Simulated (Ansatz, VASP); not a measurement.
**AlGaN2 in VASP and in Ansatz**

```
Al Ga N
1.0
     3.11529    0.00000    0.00000
     0.00000    3.11529    0.00000
     0.00000    0.00000    4.29664
Al Ga N
1 1 2
Cartesian
  1.5576 1.5576 2.1483
  0.0000 0.0000 0.0000
  1.5576 0.0000 3.1781
  0.0000 1.5576 1.1186
```

Alike in both runs: task single point; functional LDA; k mesh 8 × 8 × 6; occupations gaussian, width 0.02 eV; no spin polarisation.

|  | VASP | Ansatz |
| --- | --- | --- |
| version | VASP 6.6.1 | Ansatz 0.2.0 |
| potentials or method | VASP PAW LDA potentials, release 64 (Al, Ga_d, N), cutoff 520 eV | scalar-relativistic, plane waves, PAW |
| valence electrons in the cell | 26 | 26 |

```tsv
	VASP	Ansatz	Ansatz less VASP
gap on the k mesh at the Fermi level (eV)	3.24	3.23	-0.011
least direct gap on the mesh (eV)	3.24	3.23	-0.011
pressure (GPa)	5.2	4.3	-0.96
traceless stress, the component that is largest in VASP (GPa)	1.57	1.58	+0.011
rms of the force components (eV/Å)	0.012	0.000	-0.0121
```

LDA's correlation is that of Perdew and Zunger in VASP and of Perdew and Wang (1992) in Ansatz. Atom by atom the forces differ by 0.012 eV/Å (rms over components).
